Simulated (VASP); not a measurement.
Te2Mo: single point with LDA

Crystal: Te2Mo.

```
Te Mo
1.0
     3.44638    0.00000    0.00000
    -1.72319    2.98465    0.00000
     0.00000    0.00000   13.68834
Te Mo
4 2
Cartesian
  1.7232 0.9949 5.1879
  0.0000 1.9898 12.0321
  1.7232 0.9949 1.6563
  0.0000 1.9898 8.5005
  1.7232 0.9949 10.2663
  0.0000 1.9898 3.4221
```

```json
{
  "Program": "VASP 6.6.1",
  "Task": "single point",
  "Functional": "LDA",
  "Potentials or basis": "VASP PAW LDA potentials, release 64 (Te, Mo_sv)",
  "Cutoff": "520 eV",
  "k mesh": "9 × 9 × 2",
  "Occupations": "fermi-dirac, width 0.05 eV",
  "Spin": "no spin polarisation",
  "Dipole correction": "no",
  "Further INCAR settings": "ALGO = Normal; EDIFF = 1e-07; NBANDS = 35"
}
```

* Pressure: 4.2 GPa
* Largest force: 0.679 eV/Å
* Band gap on the k mesh: 0.71 eV (least direct gap 1.13 eV)

Forces in eV/Å, atoms in the order of the input:
```
Te   0.000  0.000  0.679
Te   0.000  0.000  0.679
Te   0.000  0.000 -0.679
Te   0.000  0.000 -0.679
Mo   0.000  0.000  0.000
Mo   0.000  0.000  0.000
```

Stress tensor (GPa, compression positive):
```
3.50 0.00 0.00
0.00 3.50 0.00
0.00 0.00 5.46
```

Levels at points of the mesh, in eV from the valence-band top:
| k point | band 24 | band 25 | band 26 | band 27 | band 28 | band 29 |
| --- | --- | --- | --- | --- | --- | --- |
| (0.00, 0.00, 0.00) | -1.14 | -0.28 | 0.00 | 3.09 | 3.09 | 3.24 |
| (0.00, 0.00, 0.50) | -1.16 | -0.08 | -0.08 | 3.14 | 3.14 | 3.14 |

Wall time 3.4 min on 1 thread of Intel Xeon 8259CL, with other jobs on the host, peak memory 0.28 GiB.

Caveat: the cell stands under pressure; semilocal functionals underestimate gaps, and a narrow one can read as zero; spin-orbit coupling is left out, which moves the levels of the heavy elements. A k mesh can miss the band edges.
